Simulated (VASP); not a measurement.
# SnO2 (P4_2/mnm) in VASP: a series of runs, part 3 of 3

VASP 6.6.1. The steps go on from the part before.

### Step 5. Electric field gradients, PBE (volume scaled by 0.99)

INCAR

```
SYSTEM = SnO2
ALGO = Normal
EDIFF = 1E-8
ENCUT = 520
GGA = PE
ISIF = 2
ISMEAR = -1
LASPH = .TRUE.
LCHARG = .FALSE.
LEFG = .TRUE.
LREAL = .FALSE.
LWAVE = .FALSE.
NBANDS = 35
NELM = 100
PREC = Accurate
SIGMA = 0.03
```

KPOINTS

```
k-points
0
G
  4 4 6
  0 0 0
```

POSCAR

```
SnO2
1.0
    4.7215059017      0.0000000000      0.0000000000
    0.0000000000      4.7215059017      0.0000000000
    0.0000000000      0.0000000000      3.1757430642
Sn O
2 4
Direct
    0.0000000000      0.0000000000      0.0000000000
    0.5000000000      0.5000000000      0.5000000000
    0.3056200000      0.3056200000      0.0000000000
    0.1943800000      0.8056200000      0.5000000000
    0.6943800000      0.6943800000      0.0000000000
    0.8056200000      0.1943800000      0.5000000000
```

Potentials or basis: VASP PAW PBE potentials, release 64 (Sn_d, O).

Launch:

```sh
$ cat potpaw_PBE.64/Sn_d/POTCAR potpaw_PBE.64/O/POTCAR > POTCAR
$ mpirun -np 1 vasp_std > vasp.out
```

OUTCAR:

```text
SYSTEM = SnO2
   EDIFF = 1E-8
   ENCUT = 520
   GGA = PE
   ISIF = 2
   ISMEAR = -1
   LASPH = .TRUE.
   LREAL = .FALSE.
   NELM = 100
   PREC = Accurate

 ion  position               nearest neighbor table
   1  0.000  0.000  0.000-   3 2.04   5 2.04   4 2.05   6 2.05   4 2.05   6 2.05   2 3.70   2 3.70
                             2 3.70   2 3.70   2 3.70   2 3.70   2 3.70   2 3.70
   2  0.500  0.500  0.500-   4 2.04   6 2.04   5 2.05   3 2.05   3 2.05   5 2.05   1 3.70   1 3.70
                             1 3.70   1 3.70   1 3.70   1 3.70   1 3.70   1 3.70
   3  0.306  0.306  0.000-   1 2.04   2 2.05   2 2.05
   4  0.194  0.806  0.500-   2 2.04   1 2.05   1 2.05
   5  0.694  0.694  0.000-   1 2.04   2 2.05   2 2.05
   6  0.806  0.194  0.500-   2 2.04   1 2.05   1 2.05

  LATTYP: Found a simple tetragonal cell.
 ALAT       =     4.7215059017
 C/A-ratio  =     0.6726123255

  Lattice vectors:

 A1 = (   4.7215059017,   0.0000000000,   0.0000000000)
 A2 = (   0.0000000000,   4.7215059017,   0.0000000000)
 A3 = (   0.0000000000,   0.0000000000,   3.1757430642)

Analysis of symmetry for initial positions (statically):
=====================================================================
 Subroutine PRICEL returns:
 Original cell was already a primitive cell.

 Routine SETGRP: Setting up the symmetry group for a
 simple tetragonal supercell.

 Subroutine GETGRP returns: Found 16 space group operations
 (whereof  8 operations were pure point group operations)
 out of a pool of 16 trial point group operations.

The static configuration has the point symmetry D_2h.
 The point group associated with its full space group is D_4h.

Analysis of symmetry for dynamics (positions and initial velocities):
[... 1092 lines left out ...]
  Total        5.6726784      5.6726784      7.1194435      0.0000000      0.0000000      0.0000000
  in kB      128.3785041    128.3785041    161.1202759      0.0000000      0.0000000      0.0000000
  external PRESSURE =     139.2924281 kB  Pullay stress =       0.0000000 kB

 VOLUME and BASIS-vectors are now :
 -----------------------------------------------------------------------------
  energy-cutoff  :      520.00
  volume of cell :       70.80
      direct lattice vectors                 reciprocal lattice vectors
     4.721505902  0.000000000  0.000000000     0.211796834  0.000000000  0.000000000
     0.000000000  4.721505902  0.000000000     0.000000000  0.211796834  0.000000000
     0.000000000  0.000000000  3.175743064     0.000000000  0.000000000  0.314886935

 POSITION                                       TOTAL-FORCE (eV/Angst)
 -----------------------------------------------------------------------------------
      0.00000      0.00000      0.00000         0.000000     -0.000000      0.000000
      2.36075      2.36075      1.58787         0.000000     -0.000000      0.000000
      1.44299      1.44299      0.00000        -0.061649     -0.061649      0.000000
      0.91777      3.80374      1.58787         0.061649     -0.061649      0.000000
      3.27852      3.27852      0.00000         0.061649      0.061649      0.000000
      3.80374      0.91777      1.58787        -0.061649      0.061649      0.000000
 -----------------------------------------------------------------------------------
    total drift:                                0.000000      0.000000      0.000000

  FREE ENERGIE OF THE ION-ELECTRON SYSTEM (eV)
  ---------------------------------------------------
  free  energy   TOTEN  =       -37.1058318706 eV

  energy  without entropy=      -37.1058318705  energy(sigma->0) =      -37.10583187

 Electric field gradients (V/A^2)
---------------------------------------------------------------------
 ion       V_xx      V_yy      V_zz      V_xy      V_xz      V_yz
---------------------------------------------------------------------
   1      25.000    25.000   -49.999   -32.316    -0.000    -0.000
   2      25.000    25.000   -49.999    32.316    -0.000    -0.000
   3     -22.865   -22.865    45.731    81.915     0.000     0.000
   4     -22.865   -22.865    45.731   -81.915    -0.000    -0.000
   5     -22.865   -22.865    45.731    81.915    -0.000    -0.000
   6     -22.865   -22.865    45.731   -81.915     0.000     0.000
---------------------------------------------------------------------

 Electric field gradients after diagonalization (V/A^2)
 (convention: |V_zz| > |V_xx| > |V_yy|)
----------------------------------------------------------------------
 ion       V_xx      V_yy      V_zz     asymmetry (V_yy - V_xx)/ V_zz
----------------------------------------------------------------------
   1     -49.999    -7.316    57.315       0.745
   2     -49.999    -7.316    57.315       0.745
   3      59.049    45.731  -104.780       0.127
   4      59.049    45.731  -104.780       0.127
   5      59.049    45.731  -104.780       0.127
   6      59.049    45.731  -104.780       0.127
----------------------------------------------------------------------

           NMR quadrupolar parameters

 Cq : quadrupolar parameter    Cq=e*Q*V_zz/h
 eta: asymmetry parameters     (V_yy - V_xx)/ V_zz
 Q  : nuclear electric quadrupole moment in mb (millibarn)
----------------------------------------------------------------------
 ion       Cq(MHz)       eta       Q (mb)
----------------------------------------------------------------------
   1       0.139       0.745       1.000
   2       0.139       0.745       1.000
   3      -0.253       0.127       1.000
   4      -0.253       0.127       1.000
   5      -0.253       0.127       1.000
   6      -0.253       0.127       1.000
----------------------------------------------------------------------
```

Run time: 46 s. Hardware: 1 thread of AMD EPYC 7R13 (Zen 3), shared host; peak memory 0.17 GiB.

Results:

```yaml
Free_energy: -37.1058 eV
Pressure: 13.9 GPa
Largest_force: 0.087 eV/Å
Band_gap_on_the_k_mesh: 1.36 eV, direct
```

Forces on the atoms (eV/Å):
```
Sn   0.000  0.000  0.000
Sn   0.000  0.000  0.000
O   -0.062 -0.062  0.000
O    0.062 -0.062  0.000
O    0.062  0.062  0.000
O   -0.062  0.062  0.000
```

Electric field gradients, principal values (V/Å²):
| atom | least | middle | greatest (by size) |
| --- | --- | --- | --- |
| 1 Sn | -7.316 | -49.999 | 57.315 |
| 2 Sn | -7.316 | -49.999 | 57.315 |
| 3 O | 45.731 | 59.049 | -104.780 |
| 4 O | 45.731 | 59.049 | -104.780 |
| 5 O | 45.731 | 59.049 | -104.780 |
| 6 O | 45.731 | 59.049 | -104.780 |

Caveat: without QUAD_EFG the Cq values of the log hold for a quadrupole moment of 1 mb, not for the nuclei; spin-orbit coupling is left out, which moves the levels of the heavy elements.

### Step 6. The runs side by side

| cell | gap on the mesh (eV) | pressure (GPa) | largest force (eV/Å) |
| --- | --- | --- | --- |
| a = 4.832, b = 4.832, c = 3.186 Å, 6 atoms | 0.86 | 3.8 | 0.02 |
| a = 4.673, b = 4.673, c = 3.143 Å, 6 atoms | 1.73 | 22.0 | 0.20 |
| a = 4.722, b = 4.722, c = 3.176 Å, 6 atoms | 1.36 | 13.9 | 0.09 |

Alike in all rows: task electric field gradients; level PBE; potentials or basis VASP PAW PBE potentials, release 64 (Sn_d, O); no spin polarisation; k mesh 4 × 4 × 6; cutoff (eV) 520; smearing fermi-dirac 0.03 eV.

Caveats: spin-orbit coupling is left out, which moves the levels of the heavy elements.

Absolute energies hang on the potentials; compare differences alone.
